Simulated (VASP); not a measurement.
Crystal: Y3AlN4.

```xyz
8
Lattice="5.0398 0.0000 0.0000 0.0000 5.0398 0.0000 0.0000 0.0000 5.0398" Properties=species:S:1:pos:R:3 pbc="T T T"
Y     2.5199    0.0000    0.0000
Y     0.0000    0.0000    2.5199
Y     0.0000    2.5199    0.0000
Al    2.5199    2.5199    2.5199
N     3.7799    1.2600    3.7799
N     3.7799    3.7799    1.2600
N     1.2600    1.2600    1.2600
N     1.2600    3.7799    3.7799
```

```yaml
Program: VASP 6.6.1
Task: relaxation of cell and atoms
Functional: PBE
Potentials_or_basis: VASP PAW PBE potentials, release 64 (Y_sv, Al, N)
Cutoff: 600 eV
k_mesh: 4 × 4 × 4
Occupations: gaussian, width 0.1 eV
Spin: no spin polarisation
```

At the start: pressure 6.7 GPa; volume 16.00 Å³/atom.

Problem. Where does the relaxation end?

Solution. Over 7 steps the energy falls by 144.6 meV/atom and the volume is 16.18 Å³/atom (+1.1 %); space group P-43m (No. 215, to 0.1 Å) before and after.

Step by step:
```
step  energy change (eV)  largest force (eV/Å)  pressure (GPa)  volume (Å³)
   1              0.0000                2.6377            6.67       128.01
   2             -0.7427                0.6888           -7.87       140.75
   3             -0.7662                0.9692           -6.11       138.72
   4             -1.1504                0.0296           -1.41       130.92
   5             -1.1524                0.1288           -0.98       130.37
   6             -1.1555                0.0854            0.52       128.94
   7             -1.1571                0.0070           -0.04       129.46
```

Final structure:
```
Y Al N
1.0
     5.05874    0.00000    0.00000
     0.00000    5.05874    0.00000
     0.00000    0.00000    5.05874
Y Al N
3 1 4
Cartesian
  2.5294 0.0000 0.0000
  0.0000 0.0000 2.5294
  0.0000 2.5294 0.0000
  2.5294 2.5294 2.5294
  3.6798 1.3790 3.6798
  3.6798 3.6798 1.3790
  1.3790 1.3790 1.3790
  1.3790 3.6798 3.6798
```
